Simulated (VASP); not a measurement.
# Ta3Cu (I4/mmm) in VASP: notebook

Runs on Ta3Cu. Level: PBE. Tasks: single point.

Program: VASP 6.6.1. These are calculated values, not measurements. Logs are shortened: lines on timing, memory, paths and dates and some standing lists are left out, and cuts for length are marked.

## (1) The cell of the first run

It takes space group I4/mmm (No. 139, tetragonal). The conventional cell has a = 4.013 Å, b = 4.013 Å, c = 8.416 Å, α = 90.00°, β = 90.00°, γ = 90.00°. Within 3.7 Å of Ta (site symmetry -4m2) lie 8 Ta at 2.84 to 2.91 Å and 4 Cu at 2.91 Å. Within 3.7 Å of Ta (site symmetry 4/mmm) lie 4 Cu at 2.84 Å and 8 Ta at 2.91 Å. Within 3.7 Å of Cu (site symmetry 4/mmm) lie 12 Ta at 2.84 to 2.91 Å.

## (2) Single point, PBE

The input, INCAR:

```
SYSTEM = Ta3Cu
  ALGO = Normal
  EDIFF = 1E-6
  ENCUT = 520
  GGA = PE
  ISIF = 2
  ISMEAR = 0
  LASPH = .TRUE.
  LCHARG = .TRUE.
  LELF = .TRUE.
  LREAL = .FALSE.
  LVHAR = .TRUE.
  LWAVE = .FALSE.
  NBANDS = 30
  NELM = 80
  PREC = Accurate
  SIGMA = 0.1
```

The input, KPOINTS:

```
k-points
0
G
  6 6 6
  0 0 0
```

The input, POSCAR:

```
Ta3Cu
1.0
   -2.0065069200      2.0065069200      4.2081699400
    2.0065069200     -2.0065069200      4.2081699400
    2.0065069200      2.0065069200     -4.2081699400
Ta Cu
3 1
Direct
    0.7500000000      0.2500000000      0.5000000000
    0.2500000000      0.7500000000      0.5000000000
    0.5000000000      0.5000000000      0.0000000000
    0.0000000000      0.0000000000      0.0000000000
```

Potentials or basis: VASP PAW PBE potentials, release 64 (Ta_pv, Cu).

On the command line:

```sh
$ cat potpaw_PBE.64/Ta_pv/POTCAR potpaw_PBE.64/Cu/POTCAR > POTCAR
$ mpirun -np 1 vasp_std > vasp.out
```

OUTCAR:

```text
SYSTEM = Ta3Cu
   EDIFF = 1E-6
   ENCUT = 520
   GGA = PE
   ISIF = 2
   ISMEAR = 0
   LASPH = .TRUE.
   LREAL = .FALSE.
   NELM = 80
   PREC = Accurate

 ion  position               nearest neighbor table
   1  0.750  0.250  0.500-   2 2.84   2 2.84   2 2.84   2 2.84   4 2.91   3 2.91   4 2.91   3 2.91
                             3 2.91   3 2.91   4 2.91   4 2.91
   2  0.250  0.750  0.500-   1 2.84   1 2.84   1 2.84   1 2.84   4 2.91   3 2.91   4 2.91   3 2.91
                             4 2.91   4 2.91   3 2.91   3 2.91
   3  0.500  0.500  0.000-   4 2.84   4 2.84   4 2.84   4 2.84   2 2.91   1 2.91   2 2.91   1 2.91
                             2 2.91   2 2.91   1 2.91   1 2.91
   4  0.000  0.000  0.000-   3 2.84   3 2.84   3 2.84   3 2.84   2 2.91   1 2.91   2 2.91   1 2.91
                             1 2.91   1 2.91   2 2.91   2 2.91

  LATTYP: Found a body centered tetragonal cell.
 ALAT       =     4.0130138400
 C/A-ratio  =     2.0972616132

  Lattice vectors:

 A1 = (  -2.0065069200,   2.0065069200,   4.2081699400)
 A2 = (   2.0065069200,  -2.0065069200,   4.2081699400)
 A3 = (   2.0065069200,   2.0065069200,  -4.2081699400)

Analysis of symmetry for initial positions (statically):
=====================================================================
 Subroutine PRICEL returns:
 Original cell was already a primitive cell.

 Routine SETGRP: Setting up the symmetry group for a
 body centered tetragonal supercell.

 Subroutine GETGRP returns: Found 16 space group operations
 (whereof 16 operations were pure point group operations)
 out of a pool of 16 trial point group operations.

The static configuration has the point symmetry D_4h.

Analysis of symmetry for dynamics (positions and initial velocities):
=====================================================================
 Subroutine PRICEL returns:
 Original cell was already a primitive cell.

 Routine SETGRP: Setting up the symmetry group for a
 body centered tetragonal supercell.

 Subroutine GETGRP returns: Found 16 space group operations
 (whereof 16 operations were pure point group operations)
 out of a pool of 16 trial point group operations.

The dynamic configuration has the point symmetry D_4h.

 Subroutine INISYM returns: Found 16 space group operations
 (whereof 16 operations are pure point group operations),
 and found     1 'primitive' translations

[... 97 lines left out ...]
   NELM   =     80;   NELMIN=  2; NELMDL= -5     # of ELM steps
   EDIFF  = 0.1E-05   stopping-criterion for ELM
   LREAL  =      F    real-space projection
   EDIFFG = 0.1E-04   stopping-criterion for IOM
   NSW    =      0    number of steps for IOM
   IBRION =     -1    ionic relax: 0-MD 1-quasi-New 2-CG
   NFREE  =      0    steps in history (QN), initial steepest desc. (CG)
   ISIF   =      2    stress and relaxation
   ISYM   =      2    0-nonsym 1-usesym 2-fastsym
   POTIM  = 0.5000    time-step for ionic-motion
   TEBEG  =    0.0;   TEEND  =   0.0 temperature during run
   PSTRESS=    0.0 pullay stress
   NELECT =      44.0000    total number of electrons
   NUPDOWN=      -1.0000    fix difference up-down
   EMIN   =  10.00;   EMAX   =-10.00  energy-range for DOS
   EFERMI =   0.00;   METHOD = LEGACY
   ISMEAR =     0;   SIGMA  =   0.10  broadening in eV -4-tet -1-fermi 0-gaus
   EFERMI_NEDOS =   21; number of points for ismear=-14 and -15
   IALGO  =     38    algorithm
   IMIX   =      4    mixing-type and parameters
     AMIX     =   0.40;   BMIX     =  1.00
     AMIX_MAG =   1.60;   BMIX_MAG =  1.00
  volume/ion in A,a.u.               =      16.94       114.33
  Fermi-wavevector in a.u.,A,eV,Ry     =   1.417580  2.678837 27.341351  2.009533
  Thomas-Fermi vector in A             =   2.538795
   LORBIT       =      0    0 simple, 1 ext, 2 COOP (PROOUT), +10 PAW based schemes
   GGA     = PE    functional components
   LHFCALC =     F    Hartree Fock is set to
   AEXX    =    0.0000 exact exchange contribution
   IVDW    =     0    specifies the selected vdW correction
   LEPSILON=     F    determine dielectric tensor
   LRPA    =     F    only Hartree local field effects (RPA)
 non-spin polarized calculation
 Gauss-broadening in eV      SIGMA  =   0.10
  energy-cutoff  :      520.00
  volume of cell :       67.77
 maximum number of plane-waves:      1863
 NGX is ok and might be reduce to    40
   NGX = 19   NGY = 19   NGZ = 19

 number of electron      43.9999994 magnetization

 Free energy of the ion-electron system (eV)
  ---------------------------------------------------
  ext. energy  EPLUGINS =         0.00000000
  ---------------------------------------------------
  free energy    TOTEN  =       -38.53903795 eV

  energy without entropy =      -38.52626411  energy(sigma->0) =      -38.53265103

 E-fermi :   5.9708     XC(G=0): -12.4828

 val. band max:        5.9504676043   @ k =   0.5000   0.5000   0.0000
 cond. band min:       6.0212497349   @ k =   0.3333   0.3333   0.1667
 fundamental gap:      0.0707821306
 Fermi energy:         5.9707596792

 k-point     1 :       0.0000    0.0000    0.0000
  band No.  band energies     occupation
      1     -28.6249      2.00000
      2     -28.4614      2.00000
      3     -28.4614      2.00000
      4     -28.2977      2.00000
      5     -28.2977      2.00000
      6     -28.1081      2.00000
[... 781 lines left out ...]
     29      10.2755      0.00000
     30      10.8731      0.00000

 [... further k-points ...]

------------------------ aborting loop because EDIFF is reached ----------------------------------------

  FORCE on cell =-STRESS in cart. coord.  units (eV):
  Direction    XX          YY          ZZ          XY          YZ          ZX
  --------------------------------------------------------------------------------------
  -------------------------------------------------------------------------------------
  Total        0.2016747      0.2016747      0.3782925      0.0000000     -0.0000000      0.0000000
  in kB        4.7679028      4.7679028      8.9434214      0.0000000     -0.0000000      0.0000000
  external PRESSURE =       6.1597423 kB  Pullay stress =       0.0000000 kB

 VOLUME and BASIS-vectors are now :
 -----------------------------------------------------------------------------
  energy-cutoff  :      520.00
  volume of cell :       67.77
      direct lattice vectors                 reciprocal lattice vectors
    -2.006506920  2.006506920  4.208169940     0.000000000  0.249189273  0.118816494
     2.006506920 -2.006506920  4.208169940     0.249189273  0.000000000  0.118816494
     2.006506920  2.006506920 -4.208169940     0.249189273  0.249189273  0.000000000

 POSITION                                       TOTAL-FORCE (eV/Angst)
 -----------------------------------------------------------------------------------
     -0.00000      2.00651      2.10408         0.000000      0.000000     -0.000000
      2.00651     -0.00000      2.10408        -0.000000     -0.000000      0.000000
      0.00000      0.00000      4.20817        -0.000000     -0.000000      0.000000
      0.00000      0.00000      0.00000        -0.000000     -0.000000      0.000000
 -----------------------------------------------------------------------------------
    total drift:                               -0.000000     -0.000000      0.000000

  FREE ENERGIE OF THE ION-ELECTRON SYSTEM (eV)
  ---------------------------------------------------
  free  energy   TOTEN  =       -38.5390379485 eV

  energy  without entropy=      -38.5262641066  energy(sigma->0) =      -38.53265103
```

It took 2.3 min on 1 thread of Intel Xeon Platinum 8488C (Sapphire Rapids), shared host; peak memory 0.25 GiB.

What came out:

```
Free energy            : -38.5390 eV
Pressure               : 0.6 GPa
Band gap on the k mesh : zero (bands 22 and 23 overlap by 0.75 eV)
```

Stress tensor (GPa, compression positive):
```
0.48 0.00 0.00
0.00 0.48 0.00
0.00 0.00 0.89
```

Caveat: spin-orbit coupling is left out, which moves the levels of the heavy elements.

## (3) Single point, PBE

This run uses another cell than the first one, of 16.98 Å³/atom.

The input, INCAR:

```
ALGO = Fast ; EDIFF = 1E-6
ENCUT = 520 ; GGA = PE
ISIF = 2 ; ISMEAR = 0
LASPH = T ; LCHARG = F
LREAL = F ; LWAVE = F
NBANDS = 30 ; NELM = 80
PREC = Accurate ; SIGMA = 0.1
```

The input, KPOINTS:

```
k-points
0
Gamma
  16 16 16
```

The input, POSCAR:

```
Ta3Cu
1.0
   -2.0098424524      2.0098424524      4.2044223484
    2.0098424524     -2.0098424524      4.2044223484
    2.0098424524      2.0098424524     -4.2044223484
Ta Cu
3 1
Direct
    0.7500000000      0.2500000000      0.5000000000
    0.2500000000      0.7500000000      0.5000000000
    0.5000000000      0.5000000000      0.0000000000
    0.0000000000      0.0000000000      0.0000000000
```

Potentials or basis: VASP PAW PBE potentials, release 64 (Ta_pv, Cu).

On the command line:

```sh
$ cat potpaw_PBE.64/Ta_pv/POTCAR potpaw_PBE.64/Cu/POTCAR > POTCAR
$ mpirun -np 1 vasp_std > vasp.out
```

OUTCAR:

```text
EDIFF = 1E-6
   ENCUT = 520
   GGA = PE
   ISIF = 2
   ISMEAR = 0
   LASPH = T
   LREAL = F
   NELM = 80
   PREC = Accurate

 ion  position               nearest neighbor table
   1  0.750  0.250  0.500-   2 2.84   2 2.84   2 2.84   2 2.84   4 2.91   3 2.91   4 2.91   4 2.91
                             3 2.91   3 2.91   4 2.91   3 2.91
   2  0.250  0.750  0.500-   1 2.84   1 2.84   1 2.84   1 2.84   4 2.91   3 2.91   4 2.91   3 2.91
                             4 2.91   4 2.91   3 2.91   3 2.91
   3  0.500  0.500  0.000-   4 2.84   4 2.84   4 2.84   4 2.84   2 2.91   1 2.91   2 2.91   1 2.91
                             2 2.91   2 2.91   1 2.91   1 2.91
   4  0.000  0.000  0.000-   3 2.84   3 2.84   3 2.84   3 2.84   2 2.91   1 2.91   2 2.91   2 2.91
                             1 2.91   1 2.91   2 2.91   1 2.91

  LATTYP: Found a body centered tetragonal cell.
 ALAT       =     4.0196849048
 C/A-ratio  =     2.0919163805

  Lattice vectors:

 A1 = (  -2.0098424524,   2.0098424524,   4.2044223484)
 A2 = (   2.0098424524,  -2.0098424524,   4.2044223484)
[... 179 lines left out ...]

  energy without entropy =      -38.50033255  energy(sigma->0) =      -38.50997868

 E-fermi :   5.9824     XC(G=0): -12.4697

 val. band max:        5.9795308988   @ k =  -0.2500  -0.2500   0.1250
 cond. band min:       5.9829667389   @ k =   0.0625   0.0625   0.0000
 fundamental gap:      0.0034358401
 Fermi energy:         5.9824444371

 k-point     1 :       0.0000    0.0000    0.0000
  band No.  band energies     occupation
      1     -28.6427      2.00000
      2     -28.4889      2.00000
      3     -28.4889      2.00000
      4     -28.2926      2.00000
      5     -28.2926      2.00000
      6     -28.1427      2.00000
[... 781 lines left out ...]
     29      10.6058      0.00000
     30      11.1267      0.00000

 [... further k-points ...]

------------------------ aborting loop because EDIFF is reached ----------------------------------------

  FORCE on cell =-STRESS in cart. coord.  units (eV):
  Direction    XX          YY          ZZ          XY          YZ          ZX
  --------------------------------------------------------------------------------------
  -------------------------------------------------------------------------------------
  Total        0.0419158      0.0419158     -0.0326629      0.0000000      0.0000000      0.0000000
  in kB        0.9885480      0.9885480     -0.7703260      0.0000000      0.0000000      0.0000000
  external PRESSURE =       0.4022567 kB  Pullay stress =       0.0000000 kB

 VOLUME and BASIS-vectors are now :
 -----------------------------------------------------------------------------
  energy-cutoff  :      520.00
  volume of cell :       67.93
      direct lattice vectors                 reciprocal lattice vectors
    -2.009842452  2.009842452  4.204422348     0.000000000  0.248775718  0.118922401
     2.009842452 -2.009842452  4.204422348     0.248775718  0.000000000  0.118922401
     2.009842452  2.009842452 -4.204422348     0.248775718  0.248775718  0.000000000

 POSITION                                       TOTAL-FORCE (eV/Angst)
 -----------------------------------------------------------------------------------
      0.00000      2.00984      2.10221         0.000000     -0.000000      0.000000
      2.00984      0.00000      2.10221        -0.000000      0.000000     -0.000000
      0.00000      0.00000      4.20442        -0.000000     -0.000000     -0.000000
      0.00000      0.00000      0.00000        -0.000000     -0.000000     -0.000000
 -----------------------------------------------------------------------------------
    total drift:                               -0.000000     -0.000000      0.000000

  FREE ENERGIE OF THE ION-ELECTRON SYSTEM (eV)
  ---------------------------------------------------
  free  energy   TOTEN  =       -38.5196248107 eV

  energy  without entropy=      -38.5003325530  energy(sigma->0) =      -38.50997868
```

OSZICAR:

```text
N       E                     dE             d eps       ncg     rms          rms(c)
DAV:   1     0.408128433149E+03    0.40813E+03   -0.23401E+04 21396   0.177E+03
DAV:   2    -0.181993541530E+02   -0.42633E+03   -0.41444E+03 21820   0.460E+02
[... 15 lines left out ...]
RMM:  18    -0.385196343269E+02   -0.33541E-04   -0.23619E-04 25968   0.786E-02    0.395E-02
RMM:  19    -0.385196401975E+02   -0.58706E-05   -0.72146E-05 26782   0.333E-02    0.365E-02
RMM:  20    -0.385196442596E+02   -0.40621E-05   -0.12768E-05 23644   0.154E-02    0.399E-02
RMM:  21    -0.385196304834E+02    0.13776E-04   -0.96727E-06 22594   0.278E-02    0.236E-02
RMM:  22    -0.385196244906E+02    0.59928E-05   -0.38197E-05 26413   0.472E-02    0.832E-03
RMM:  23    -0.385196248107E+02   -0.32006E-06   -0.19283E-06 18288   0.646E-03
   1 F= -.38519625E+02 E0= -.38509979E+02  d E =-.192923E-01
```

stdout:

```text
POSCAR found type information on POSCAR TaCu
 POSCAR found :  2 types and       4 ions
 scaLAPACK will be used
 LDA part: xc-table for (Slater+PW92), standard interpolation
 POSCAR, INCAR and KPOINTS ok, starting setup
 FFT: planning ... GRIDC
 FFT: planning ... GRID_SOFT
 FFT: planning ... GRID
 WAVECAR not read
 entering main loop
```

It took 27 min on 1 thread of Intel Xeon Platinum 8488C (Sapphire Rapids), shared host; peak memory 0.73 GiB.

What came out:

```
Free energy            : -38.5196 eV
Pressure               : 0.0 GPa
Band gap on the k mesh : zero (bands 22 and 23 overlap by 1.20 eV)
```

Stress tensor (GPa, compression positive):
```
 0.10  0.00  0.00
 0.00  0.10  0.00
 0.00  0.00 -0.08
```

Levels at points of the mesh, in eV from the Fermi level:
| k point | band 20 | band 21 | band 22 | band 23 | band 24 | band 25 |
| --- | --- | --- | --- | --- | --- | --- |
| (0.00, 0.00, 0.00) | -1.64 | -0.19 | -0.19 | 0.05 | 2.01 | 2.24 |
| (0.50, 0.00, 0.00) | -1.33 | -1.04 | 0.11 | 0.47 | 0.98 | 1.33 |
| (0.50, 0.50, 0.00) | -1.21 | -0.28 | -0.05 | 0.24 | 0.76 | 1.04 |
| (0.50, 0.50, 0.50) | -1.47 | -1.09 | 0.27 | 2.02 | 2.24 | 2.24 |

Caveat: spin-orbit coupling is left out, which moves the levels of the heavy elements.

The gap in the log of VASP goes by the Fermi energy; the results here count the filled bands.